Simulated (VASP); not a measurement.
# Mg7O (Fm-3m) in VASP: notebook

The runs below take Mg7O through single point, relaxation of cell and atoms, with PBE.

Program: VASP 6.6.1. These are calculated values, not measurements. Logs are shortened: lines on timing, memory, paths and dates and some standing lists are left out, and cuts for length are marked.

## Step 1: The cell of the first run

Symmetry: Fm-3m, No. 225, cubic system. The conventional cell has a = 8.645 Å, b = 8.645 Å, c = 8.645 Å, α = 90.00°, β = 90.00°, γ = 90.00°. Within 4.0 Å of Mg (site symmetry mmm) lie 10 Mg at 3.06 Å and 2 O at 3.06 Å. Mg (site symmetry m-3m) has 12 Mg at 3.06 Å within 4.0 Å. Within 4.0 Å of O (site symmetry m-3m) lie 12 Mg at 3.06 Å.

## Step 2: Single point, PBE, collinear spin, ferromagnetic start

INCAR reads:

```
SYSTEM = Mg7O
ALGO = Normal ; EDIFF = 1E-6
ENCUT = 520 ; GGA = PE
ISIF = 2 ; ISMEAR = 0
ISPIN = 2 ; LASPH = .TRUE.
LCHARG = .FALSE. ; LORBIT = 11
LREAL = .FALSE. ; LWAVE = .FALSE.
MAGMOM = 0 0 0 0 0 0 0 1 ; NBANDS = 24
NELM = 150 ; PREC = Accurate
SIGMA = 0.1
```

KPOINTS reads:

```
k-points
0
G
  4 4 4
  0 0 0
```

POSCAR reads:

```
Mg7O
1.0
    0.0000000000      4.3227189690      4.3227189690
    4.3227189690      0.0000000000      4.3227189690
    4.3227189690      4.3227189690      0.0000000000
Mg O
7 1
Direct
    0.0000000000      0.0000000000      0.5000000000
    0.5000000000      0.0000000000      0.5000000000
    0.0000000000      0.5000000000      0.5000000000
    0.5000000000      0.5000000000      0.0000000000
    0.0000000000      0.5000000000      0.0000000000
    0.5000000000      0.0000000000      0.0000000000
    0.5000000000      0.5000000000      0.5000000000
    0.0000000000      0.0000000000      0.0000000000
```

Potentials or basis: VASP PAW PBE potentials, release 64 (Mg, O).

Command:

```sh
> cat potpaw_PBE.64/Mg/POTCAR potpaw_PBE.64/O/POTCAR > POTCAR
> mpirun -np 1 vasp_std > vasp.out
```

OUTCAR:

```text
SYSTEM = Mg7O
   EDIFF = 1E-6
   ENCUT = 520
   GGA = PE
   ISIF = 2
   ISMEAR = 0
   ISPIN = 2
   LASPH = .TRUE.
   LORBIT = 11
   LREAL = .FALSE.
   NELM = 150
   PREC = Accurate

 ion  position               nearest neighbor table
   1  0.000  0.000  0.500-   2 3.06   3 3.06   5 3.06   6 3.06   3 3.06   5 3.06   7 3.06   2 3.06
                             6 3.06   7 3.06
   2  0.500  0.000  0.500-   1 3.06   6 3.06   7 3.06   4 3.06   6 3.06   3 3.06   4 3.06   7 3.06
                             1 3.06   3 3.06
   3  0.000  0.500  0.500-   1 3.06   5 3.06   7 3.06   4 3.06   5 3.06   1 3.06   2 3.06   2 3.06
                             4 3.06   7 3.06
   4  0.500  0.500  0.000-   5 3.06   6 3.06   7 3.06   2 3.06   3 3.06   7 3.06   2 3.06   6 3.06
                             3 3.06   5 3.06
   5  0.000  0.500  0.000-   3 3.06   4 3.06   1 3.06   3 3.06   7 3.06   1 3.06   6 3.06   4 3.06
                             6 3.06   7 3.06
   6  0.500  0.000  0.000-   2 3.06   4 3.06   1 3.06   2 3.06   7 3.06   4 3.06   5 3.06   7 3.06
                             1 3.06   5 3.06
   7  0.500  0.500  0.500-   2 3.06   3 3.06   4 3.06   4 3.06   5 3.06   6 3.06   1 3.06   2 3.06
                             6 3.06   1 3.06   3 3.06   5 3.06
   8  0.000  0.000  0.000-

  LATTYP: Found a face centered cubic cell.
 ALAT       =     8.6454379380

  Lattice vectors:

 A1 = (   0.0000000000,   4.3227189690,   4.3227189690)
 A2 = (   4.3227189690,   0.0000000000,   4.3227189690)
 A3 = (   4.3227189690,   4.3227189690,   0.0000000000)

Analysis of symmetry for initial positions (statically):
=====================================================================
 Subroutine PRICEL returns:
 Original cell was already a primitive cell.

 Routine SETGRP: Setting up the symmetry group for a
 face centered cubic supercell.

 Subroutine GETGRP returns: Found 48 space group operations
 (whereof 48 operations were pure point group operations)
 out of a pool of 48 trial point group operations.

The static configuration has the point symmetry O_h .

Analysis of symmetry for dynamics (positions and initial velocities):
=====================================================================
 Subroutine PRICEL returns:
 Original cell was already a primitive cell.

 Routine SETGRP: Setting up the symmetry group for a
 face centered cubic supercell.

 Subroutine GETGRP returns: Found 48 space group operations
 (whereof 48 operations were pure point group operations)
 out of a pool of 48 trial point group operations.

The dynamic configuration has the point symmetry O_h .

Analysis of structural, dynamic, and magnetic symmetry:
=====================================================================
 Subroutine PRICEL returns:
 Original cell was already a primitive cell.

 Routine SETGRP: Setting up the symmetry group for a
 face centered cubic supercell.

 Subroutine GETGRP returns: Found 48 space group operations
 (whereof 48 operations were pure point group operations)
 out of a pool of 48 trial point group operations.

The overall configuration has the point symmetry O_h .

 Subroutine INISYM returns: Found 48 space group operations
 (whereof 48 operations are pure point group operations),
 and found     1 'primitive' translations

----------------------------------------------------------------------------------------

                                     Primitive cell

  volume of cell :     161.5478

  direct lattice vectors                    reciprocal lattice vectors
     0.000000000  4.322718969  4.322718969    -0.115667940  0.115667940  0.115667940
     4.322718969  0.000000000  4.322718969     0.115667940 -0.115667940  0.115667940
     4.322718969  4.322718969  0.000000000     0.115667940  0.115667940 -0.115667940

  length of vectors
     6.113247792  6.113247792  6.113247792     0.200342750  0.200342750  0.200342750

  position of ions in fractional coordinates (direct lattice)
     0.000000000  0.000000000  0.500000000
     0.500000000  0.000000000  0.500000000
     0.000000000  0.500000000  0.500000000
     0.500000000  0.500000000  0.000000000
     0.000000000  0.500000000  0.000000000
     0.500000000  0.000000000  0.000000000
[... 55 lines left out ...]
   ions per type =               7   1
   NGX,Y,Z   is equivalent  to a cutoff of  13.05, 13.05, 13.05 a.u.
   NGXF,Y,Z  is equivalent  to a cutoff of  26.11, 26.11, 26.11 a.u.
 SYSTEM =  Mg7O
   PREC   = accura    normal or accurate (medium, high low for compatibility)
   ISTART =      0    job   : 0-new  1-cont  2-samecut
   ICHARG =      2    charge: 1-file 2-atom 10-const
   ISPIN  =      2    spin polarized calculation?
   LNONCOLLINEAR =      F non collinear calculations
   LSORBIT =      F    spin-orbit coupling
   LASPH  =      T    aspherical Exc in radial PAW
   ENCUT  =  520.0 eV  38.22 Ry    6.18 a.u.  11.37 11.37 11.37*2*pi/ulx,y,z
   NELM   =    150;   NELMIN=  2; NELMDL= -5     # of ELM steps
   EDIFF  = 0.1E-05   stopping-criterion for ELM
   LREAL  =      F    real-space projection
   EDIFFG = 0.1E-04   stopping-criterion for IOM
   NSW    =      0    number of steps for IOM
   IBRION =     -1    ionic relax: 0-MD 1-quasi-New 2-CG
   NFREE  =      0    steps in history (QN), initial steepest desc. (CG)
   ISIF   =      2    stress and relaxation
   ISYM   =      2    0-nonsym 1-usesym 2-fastsym
   POTIM  = 0.5000    time-step for ionic-motion
   TEBEG  =    0.0;   TEEND  =   0.0 temperature during run
   PSTRESS=    0.0 pullay stress
   NELECT =      20.0000    total number of electrons
   NUPDOWN=      -1.0000    fix difference up-down
   EMIN   =  10.00;   EMAX   =-10.00  energy-range for DOS
   EFERMI =   0.00;   METHOD = LEGACY
   ISMEAR =     0;   SIGMA  =   0.10  broadening in eV -4-tet -1-fermi 0-gaus
   EFERMI_NEDOS =   21; number of points for ismear=-14 and -15
   IALGO  =     38    algorithm
   IMIX   =      4    mixing-type and parameters
     AMIX     =   0.40;   BMIX     =  1.00
     AMIX_MAG =   1.60;   BMIX_MAG =  1.00
  volume/ion in A,a.u.               =      20.19       136.27
  Fermi-wavevector in a.u.,A,eV,Ry     =   0.815927  1.541878  9.057894  0.665736
  Thomas-Fermi vector in A             =   1.926103
   LORBIT       =     11    0 simple, 1 ext, 2 COOP (PROOUT), +10 PAW based schemes
   GGA     = PE    functional components
   LHFCALC =     F    Hartree Fock is set to
   AEXX    =    0.0000 exact exchange contribution
   IVDW    =     0    specifies the selected vdW correction
   LEPSILON=     F    determine dielectric tensor
   LRPA    =     F    only Hartree local field effects (RPA)
 spin polarized calculation
 Gauss-broadening in eV      SIGMA  =   0.10
  energy-cutoff  :      520.00
  volume of cell :      161.55
 maximum number of plane-waves:      4360
 NGX is ok and might be reduce to    48
   NGX = 23   NGY = 23   NGZ = 23

 number of electron      19.9999997 magnetization       0.0031293

 number of electron      19.9999997 magnetization      -0.0000147

 Free energy of the ion-electron system (eV)
  ---------------------------------------------------
  ext. energy  EPLUGINS =         0.00000000
  ---------------------------------------------------
  free energy    TOTEN  =       -15.77220817 eV

  energy without entropy =      -15.74407316  energy(sigma->0) =      -15.75814067

 E-fermi :   2.8071     XC(G=0):  -8.7315

 val. band max:        2.7395763362   @ k =  -0.2500   0.2500   0.0000
 cond. band min:       2.8246437293   @ k =   0.5000   0.2500   0.0000
 fundamental gap:      0.0850673931
 Fermi energy:         2.8071431652

 spin component 1

 k-point     1 :       0.0000    0.0000    0.0000
  band No.  band energies     occupation
      1     -13.7200      1.00000
      2      -3.9382      1.00000
      3      -0.1488      1.00000
      4      -0.1488      1.00000
      5      -0.1488      1.00000
      6       0.8397      1.00000
[... 189 lines left out ...]
     21       8.6122      0.00000
     22       8.8330      0.00000
 Fermi energy:         2.8071431652

 spin component 2

 k-point     1 :       0.0000    0.0000    0.0000
  band No.  band energies     occupation
      1     -13.7199      1.00000
      2      -3.9382      1.00000
      3      -0.1488      1.00000
      4      -0.1488      1.00000
      5      -0.1488      1.00000
      6       0.8397      1.00000
[... 189 lines left out ...]
     21       8.6122      0.00000
     22       8.8330      0.00000
 [bands above 22 left out]

------------------------ aborting loop because EDIFF is reached ----------------------------------------

  FORCE on cell =-STRESS in cart. coord.  units (eV):
  Direction    XX          YY          ZZ          XY          YZ          ZX
  --------------------------------------------------------------------------------------
  -------------------------------------------------------------------------------------
  Total        0.0164986      0.0164986      0.0164986     -0.0000000      0.0000000      0.0000000
  in kB        0.1636272      0.1636272      0.1636272     -0.0000000      0.0000000      0.0000000
  external PRESSURE =       0.1636272 kB  Pullay stress =       0.0000000 kB

 VOLUME and BASIS-vectors are now :
 -----------------------------------------------------------------------------
  energy-cutoff  :      520.00
  volume of cell :      161.55
      direct lattice vectors                 reciprocal lattice vectors
     0.000000000  4.322718969  4.322718969    -0.115667940  0.115667940  0.115667940
     4.322718969  0.000000000  4.322718969     0.115667940 -0.115667940  0.115667940
     4.322718969  4.322718969  0.000000000     0.115667940  0.115667940 -0.115667940

 POSITION                                       TOTAL-FORCE (eV/Angst)
 -----------------------------------------------------------------------------------
      2.16136      2.16136      0.00000        -0.000000     -0.000000      0.000000
      2.16136      4.32272      2.16136        -0.000000      0.000000     -0.000000
      4.32272      2.16136      2.16136         0.000000     -0.000000     -0.000000
      2.16136      2.16136      4.32272        -0.000000     -0.000000     -0.000000
      2.16136      0.00000      2.16136        -0.000000      0.000000     -0.000000
      0.00000      2.16136      2.16136        -0.000000     -0.000000     -0.000000
      4.32272      4.32272      4.32272        -0.000000     -0.000000     -0.000000
      0.00000      0.00000      0.00000        -0.000000     -0.000000     -0.000000
 -----------------------------------------------------------------------------------
    total drift:                                0.000000     -0.000000     -0.000000

  FREE ENERGIE OF THE ION-ELECTRON SYSTEM (eV)
  ---------------------------------------------------
  free  energy   TOTEN  =       -15.7722081737 eV

  energy  without entropy=      -15.7440731616  energy(sigma->0) =      -15.75814067

 total charge

# of ion       s       p       d       tot
------------------------------------------
    1        0.220   0.122   0.014   0.356
    2        0.220   0.122   0.014   0.356
    3        0.220   0.122   0.014   0.356
    4        0.220   0.122   0.014   0.356
    5        0.220   0.122   0.014   0.356
    6        0.220   0.122   0.014   0.356
    7        0.200   0.166   0.014   0.381
    8        1.595   3.148   0.000   4.743
--------------------------------------------------
tot          3.118   4.044   0.096   7.258

 magnetization (x)

# of ion       s       p       d       tot
------------------------------------------
    1        0.000   0.000  -0.000   0.000
    2        0.000   0.000  -0.000   0.000
    3        0.000   0.000  -0.000   0.000
    4        0.000   0.000  -0.000   0.000
    5        0.000   0.000  -0.000   0.000
    6        0.000   0.000  -0.000   0.000
    7        0.000   0.000   0.000   0.000
    8        0.000   0.000   0.000   0.000
--------------------------------------------------
tot          0.000   0.000   0.000   0.000
```

Run time: 65 s. Hardware: 1 thread of Intel Xeon 6975P-C (Granite Rapids), shared host; peak memory 0.4 GiB.

Results:

| Quantity | Value |
| --- | --- |
| Free energy | -15.7722 eV |
| Pressure | 0.0 GPa |
| Band gap on the k mesh | zero (filled and empty bands overlap) |
| Net moment | 0.00 μB per cell |
| Valence electrons inside the program's atomic spheres | Mg 0.36, 0.38; O 4.74 |

Levels at points of the mesh, in eV from the Fermi level:
Spin up:
```tsv
k point	band 8	band 9	band 10	band 11	band 12	band 13
(0.00, 0.00, 0.00)	-1.01	-1.01	-0.97	-0.97	-0.97	0.02
(0.50, 0.00, 0.00)	-1.97	-1.68	-0.27	0.22	0.22	2.33
(0.50, 0.50, 0.00)	-1.28	-1.28	-1.07	1.74	1.74	2.31
```
Spin down:
```tsv
k point	band 6	band 7	band 8	band 9	band 10	band 11	band 12	band 13	band 14	band 15
(0.00, 0.00, 0.00)	-1.97	-1.01	-1.01	-1.01	-0.97	-0.97	-0.97	0.02	1.44	1.44
(0.50, 0.00, 0.00)	-2.33	-1.97	-1.97	-1.68	-0.27	0.22	0.22	2.33	2.33	2.74
(0.50, 0.50, 0.00)	-3.46	-1.75	-1.28	-1.28	-1.07	1.74	1.74	2.31	2.68	3.37
```

## Step 3: Relaxation of cell and atoms, PBE

INCAR reads:

```
PREC     = Accurate       # precision mode
ENCUT    = 600            # plane-wave cutoff, eV
EDIFF    = 1E-6           # SCF threshold, eV
ISMEAR   = 0              # smearing method
SIGMA    = 0.1            # smearing width, eV
LREAL    = False          # projectors in reciprocal space
LASPH    = True           # aspherical terms in the spheres
NELM     = 80             # most SCF steps
ALGO     = Normal         # electronic algorithm
ISIF     = 3              # what is computed and relaxed
LWAVE    = False          # write WAVECAR
LCHARG   = False          # write CHGCAR
GGA      = PE             # functional
IBRION   = 2              # ionic algorithm
NSW      = 100            # ionic steps
EDIFFG   = -0.01          # ionic threshold
```

KPOINTS reads:

```
Automatic mesh
0
Gamma
  8 8 8
```

POSCAR is that of step 2.

Potentials or basis: VASP PAW PBE potentials, release 64 (Mg, O).

Command:

```sh
> cat potpaw_PBE.64/Mg/POTCAR potpaw_PBE.64/O/POTCAR > POTCAR
> mpirun -np 1 vasp_std > vasp.out
```

It took 1.8 min on 1 thread of Intel Xeon 6975P-C (Granite Rapids), shared host; peak memory 0.4 GiB.

The run converged. Its results:

| Property | Result |
| --- | --- |
| Free energy | -15.8922 eV |
| Relaxed volume | 20.13 Å³/atom |
| Relaxed cell | a = 6.107 Å, b = 6.107 Å, c = 6.107 Å, α = 60.00°, β = 60.00°, γ = 60.00° |
| Space group after relaxing (to 0.05 Å) | Fm-3m (No. 225) |
| Energy gained by relaxing | 0.0 meV/atom |
| Ionic steps | 2 |
| Pressure after relaxing | 0.0 GPa |
| Band gap on the k mesh | zero (band 10 reaches 3.14 eV, above the bottom of band 11 at 1.86 eV) |

The path:
```csv
step,energy change (eV),largest force (eV/Å),pressure (GPa),volume (Å³)
1,0.0000,0.0000,-0.16,161.55
2,-0.0003,0.0000,-0.04,161.07
```

Final structure:
```
Mg O
1.0
     0.00000    4.31841    4.31841
     4.31841    0.00000    4.31841
     4.31841    4.31841    0.00000
Mg O
7 1
Direct
  0.00000 0.00000 0.50000
  0.50000 0.00000 0.50000
  0.00000 0.50000 0.50000
  0.50000 0.50000 0.00000
  0.00000 0.50000 0.00000
  0.50000 0.00000 0.00000
  0.50000 0.50000 0.50000
  0.00000 0.00000 0.00000
```

Levels at points of the mesh, in eV from the Fermi level:
| k point | band 7 | band 8 | band 9 | band 10 | band 11 | band 12 | band 13 | band 14 |
| --- | --- | --- | --- | --- | --- | --- | --- | --- |
| (0.00, 0.00, 0.00) | -0.96 | -0.96 | -0.96 | -0.91 | -0.91 | -0.91 | 0.09 | 1.50 |
| (0.50, 0.00, 0.00) | -1.91 | -1.91 | -1.60 | -0.22 | 0.29 | 0.29 | 2.39 | 2.39 |
| (0.50, 0.50, 0.00) | -1.65 | -1.19 | -1.19 | -1.01 | 1.79 | 1.79 | 2.37 | 2.74 |
